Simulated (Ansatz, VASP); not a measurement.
# TlBr: VASP beside Ansatz

```
Tl Br
1.0
     3.98000    0.00000    0.00000
     0.00000    3.98000    0.00000
     0.00000    0.00000    3.98000
Tl Br
1 1
Direct
  0.00000 0.00000 0.00000
  0.50000 0.50000 0.50000
```

Alike in both runs: task relaxation of cell and atoms; functional PBE; dispersion D3(BJ); k mesh 8 × 8 × 8; no spin polarisation.

|  | VASP | Ansatz |
| --- | --- | --- |
| version | VASP 6.6.1 | Ansatz 0.2.0 |
| potentials or method | VASP PAW PBE potentials, release 64 (Tl_d, Br), cutoff 500 eV | scalar-relativistic, plane waves, PAW |
| occupations | gaussian, width 0.01 eV | fixed |
| valence electrons in the cell | 20 | 20 |

```tsv
	VASP	Ansatz	Ansatz less VASP
gap on the k mesh at the Fermi level, each at its own relaxed structure (eV)	1.86	1.86	-0.001
relaxed volume (Å³/atom)	31.46	31.52	+0.060
relaxed cell length with the largest relative difference (Å)	3.977	3.980	+0.0025
```

Ansatz's warnings: relaxed geometry near dispersion switch.

Neither program's run includes spin-orbit coupling.
